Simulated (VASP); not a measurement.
The system is CdS.

```
Cd S
1.0
     0.00000    2.75324    2.75324
     2.75324    0.00000    2.75324
     2.75324    2.75324    0.00000
Cd S
1 1
Direct
  0.00000 0.00000 0.00000
  0.50000 0.50000 0.50000
```

```yaml
Program: VASP 6.6.1
Task: relaxation of cell and atoms
Functional: r2SCAN
Dispersion: D4
Potentials_or_basis: VASP PAW PBE potentials, release 64 (Cd, S)
Cutoff: 600 eV
k_mesh: 5 × 5 × 5
Occupations: gaussian, width 0.01 eV
Spin: no spin polarisation
```

At the start: pressure -2.7 GPa; volume 20.87 Å³/atom.

How do energy, volume and symmetry change on relaxing?

Over 3 steps the energy falls by 6.3 meV/atom and the volume is 20.16 Å³/atom (-3.4 %); space group Fm-3m (No. 225, to 0.05 Å).

Step by step:
```tsv
step	energy change (eV)	largest force (eV/Å)	pressure (GPa)	volume (Å³)
1	0.0000	0.0000	-2.74	41.74
2	-0.0094	0.0000	1.56	39.62
3	-0.0127	0.0000	0.01	40.31
```

Final structure:
```
CELL_PARAMETERS angstrom
0.00000 2.72142 2.72142
2.72142 0.00000 2.72142
2.72142 2.72142 0.00000
ATOMIC_POSITIONS crystal
Cd 0.00000 0.00000 0.00000
S 0.50000 0.50000 0.50000
```

Caveat: the PAW data sets were made with another functional, which shifts forces and pressure a little.
